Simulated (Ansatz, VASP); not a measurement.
**Si3S2: VASP beside Ansatz**

```
CELL_PARAMETERS angstrom
-4.47638 4.47638 4.47638
4.47638 -4.47638 4.47638
4.47638 4.47638 -4.47638
ATOMIC_POSITIONS crystal
Si 0.00000 0.25172 0.25172
Si 0.00000 0.74828 0.74828
Si 0.25172 0.00000 0.25172
Si 0.74828 0.00000 0.74828
Si 0.25172 0.25172 0.00000
Si 0.74828 0.74828 0.00000
S 0.00000 0.00000 0.00000
S 0.00000 0.50000 0.50000
S 0.50000 0.00000 0.50000
S 0.50000 0.50000 0.00000
```

Alike in both runs: functional PBE; k mesh 4 × 4 × 4; occupations gaussian, width 0.1 eV; no spin polarisation.

Ansatz relaxed the structure, and its values are those at the end. VASP's run is a single point on that final structure, the one shown.

|  | VASP | Ansatz |
| --- | --- | --- |
| version | VASP 6.6.1 | Ansatz 0.2.0 |
| potentials or method | VASP PAW PBE potentials, release 64 (Si, S), cutoff 520 eV | scalar-relativistic, plane waves, PAW |
| valence electrons in the cell | 48 | 48 |

Ansatz gave:

- gap on the k mesh at the Fermi level (eV): none
- pressure (GPa): -0.1
- rms of the force components (eV/Å): 0.014

Task: Which values does VASP return?

Result: gap on the k mesh at the Fermi level (eV): none; pressure (GPa): -0.1; rms of the force components (eV/Å): 0.019.

A gap of «none» marks a metal or a gap that the smearing closes.
